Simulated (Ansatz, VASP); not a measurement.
# Two plane-wave programs on Ta4Cu

Contents of INCAR:

```
ALGO     = Fast           # electronic algorithm
EDIFF    = 1E-7           # SCF threshold, eV
ENCUT    = 520            # plane-wave cutoff, eV
GGA      = PE             # functional
ISIF     = 2              # what is computed and relaxed
ISMEAR   = 0              # smearing method
LASPH    = T              # aspherical terms in the spheres
LCHARG   = F              # write CHGCAR
LREAL    = F              # projectors in reciprocal space
LWAVE    = F              # write WAVECAR
NBANDS   = 36             # bands
NELM     = 80             # most SCF steps
PREC     = Accurate       # precision mode
SIGMA    = 0.1            # smearing width, eV
```

File KPOINTS:

```
k-points
0
Gamma
  8 8 8
```

File POSCAR:

```
Ta4Cu
1.0
    4.8758761354      0.0000000000      0.0000000000
    0.0000000000      4.8758761354      0.0000000000
    0.0000000000      0.0000000000      4.8758761354
Ta Cu
4 1
Direct
    0.0000000000      0.5000000000      0.5000000000
    0.5000000000      0.0000000000      0.5000000000
    0.5000000000      0.5000000000      0.0000000000
    0.5000000000      0.5000000000      0.5000000000
    0.0000000000      0.0000000000      0.0000000000
```

Input for Ansatz:

```yaml
crystal:
  lattice:
    - [4.8758761354, 0.0, 0.0]
    - [0.0, 4.8758761354, 0.0]
    - [0.0, 0.0, 4.8758761354]
  atoms:
    - { symbol: Ta, position: [0.0, 0.5, 0.5] }
    - { symbol: Ta, position: [0.5, 0.0, 0.5] }
    - { symbol: Ta, position: [0.5, 0.5, 0.0] }
    - { symbol: Ta, position: [0.5, 0.5, 0.5] }
    - { symbol: Cu, position: [0.0, 0.0, 0.0] }
basis:
  ecutwfc: 420
kpoints:
  mp_grid: { grid: [8, 8, 8] }
  band_path:
    path:
      - [[0.0, 0.0, 0.0], [0.0, 0.5, 0.0], [0.5, 0.5, 0.0], [0.0, 0.0, 0.0], [0.5, 0.5, 0.5], [0.0, 0.5, 0.0]]
      - [[0.5, 0.5, 0.5], [0.5, 0.5, 0.0]]
    npoints: 14
hamiltonian:
  xc: pbe
scf:
  occupations: { method: gaussian, width: 0.1 }
  n_extra_bands: 12
output:
  forces: true
  stress: true
  eigenvalues: true
  populations: true
  dos: { projected: true, de: 0.02, nscf_kmesh: { grid: [10, 10, 10] } }
  bader: true
  write_density: true
  write_potential: true
  elf: true
  volumetric_format: npy
```

Alike in both runs: task single point; functional PBE; k mesh 8 × 8 × 8; occupations gaussian, width 0.1 eV; no spin polarisation.

|  | VASP | Ansatz |
| --- | --- | --- |
| version | VASP 6.6.1 | Ansatz 0.2.0 |
| potentials or method | VASP PAW PBE potentials, release 64 (Ta_pv, Cu), cutoff 520 eV | scalar-relativistic, plane waves, PAW |
| valence electrons in the cell | 55 | 71 |

VASP gave:

* gap on the k mesh at the Fermi level (eV): none
* pressure (GPa): 0.4

Problem. Which values does Ansatz return?

Solution. gap on the k mesh at the Fermi level (eV): none; pressure (GPa): 0.0.

A gap of «none» marks a metal or a gap that the smearing closes. VASP's potentials hold 55 valence electrons a cell and Ansatz's 71, so a difference there can come from the potentials and not from the codes.

Spin-orbit coupling is off throughout.
